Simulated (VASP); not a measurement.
Input of a VASP 6.6.1 run:

INCAR

```
ALGO = Normal ; EDIFF = 1E-7
EDIFFG = -0.01 ; ENCUT = 500
GGA = PE ; GGA_COMPAT = False
IBRION = 2 ; ISIF = 3
ISMEAR = 0 ; LASPH = True
LCHARG = False ; LMAXMIX = 6
LREAL = False ; LWAVE = False
NELM = 200 ; NELMIN = 4
NSW = 100 ; PREC = Accurate
SIGMA = 0.1
```

The input KPOINTS:

```
k-points
0
Gamma
  6 6 8
```

Contents of POSCAR:

```
SmIn2As3
1.0
    5.9964667173      0.0000000000      0.0000000000
   -2.9982333587      5.1930925102      0.0000000000
    0.0000000000      0.0000000000      5.2901040838
Sm In As
1 2 3
Direct
    0.0000000000      0.0000000000      0.0000000000
    0.3333333333      0.6666666667      0.5000000000
    0.6666666667      0.3333333333      0.5000000000
    0.5000000000      0.0000000000      0.0000000000
    0.0000000000      0.5000000000      0.0000000000
    0.5000000000      0.5000000000      0.0000000000
```

Potentials or basis: VASP PAW PBE potentials, release 64 (Sm_3, In_d, As), 4f in core.

Command:

```bash
$ cat potpaw_PBE.64/Sm_3/POTCAR potpaw_PBE.64/In_d/POTCAR potpaw_PBE.64/As/POTCAR > POTCAR
$ mpirun -np 1 vasp_std > vasp.out
```

Predict the space group after relaxing (to 0.1 Å).

P6/mmm (No. 191).

What does it give for the band gap on the k mesh?

Zero (bands 26 and 27 overlap by 1.86 eV).

Estimate the relaxed cell.

a = 5.942 Å, b = 5.942 Å, c = 5.478 Å, α = 90.00°, β = 90.00°, γ = 120.00°.

The path:
```
step  energy change (eV)  largest force (eV/Å)  pressure (GPa)  volume (Å³)
   1              0.0000                0.0000            0.05       164.73
   2             -0.0020                0.0000            0.08       164.94
   3             -0.0079                0.0000            0.14       165.55
   4             -0.0117                0.0000            0.26       166.72
   5             -0.0118                0.0000            0.24       166.53
   6             -0.0117                0.0000           -0.24       168.52
   7             -0.0124                0.0000            0.01       167.50
```

Caveat: spin-orbit coupling is left out, which moves the levels of the heavy elements; the 4f electrons are frozen in the core, so they carry no moment and show no levels. Spin polarisation is off, so any magnetic state and its effect on volume and gap are missing.
